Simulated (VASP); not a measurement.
Runs of VASP 6.6.1 on Ba4AlAs. The structure is that of space group F-43m (No. 216), or close to it. The cells are those of the table. 

| task | cell | k mesh | cutoff (eV) | k mesh for the DOS | occupations for the DOS | gap on the mesh (eV) | pressure (GPa) | relaxed volume (Å³/atom) | largest force (eV/Å) |
| --- | --- | --- | --- | --- | --- | --- | --- | --- | --- |
| single point | a = 6.209 Å, angles 60.0°, 6 atoms | 4 × 4 × 4 | 500 | - | - | none | (c) | - | 0.07 |
| single point | a = 6.944 Å, angles 60.0°, 6 atoms | 4 × 4 × 4 | 500 | - | - | none | 0.7 | - | 0.09 |
| single point | a = 6.976 Å, angles 60.0°, 6 atoms | 8 × 8 × 8 | 520 | - | - | none | 0.5 | - | (a) |
| relaxation of cell and atoms | relaxed from a = 6.944 Å, angles 60.0°, 6 atoms | 8 × 8 × 8 | 600 | - | - | none | 0.0 | 41.46 | - |
| relaxation of cell and atoms | relaxed from a = 6.209 Å, angles 60.0°, 6 atoms | 4 × 4 × 4 | 500 | - | - | none | 0.1 | (b) | 0.03 |

Alike in all rows: level PBE; potentials or basis VASP PAW PBE potentials, release 64 (Ba_sv, Al, As); no spin polarisation; smearing gaussian 0.1 eV.

Q: Fill in the values left out.

A: (a) 0.04; (b) 40.93; (c) 14.6.

Caveats: spin-orbit coupling is left out, which moves the levels of the heavy elements; the volume moved by over 15 % at a fixed basis, so the end points are rough (some runs).

A k mesh can miss the band edges, and the runs leave out spin-orbit coupling on As, Ba.

A gap of «none» marks levels without a gap at the run's occupations.
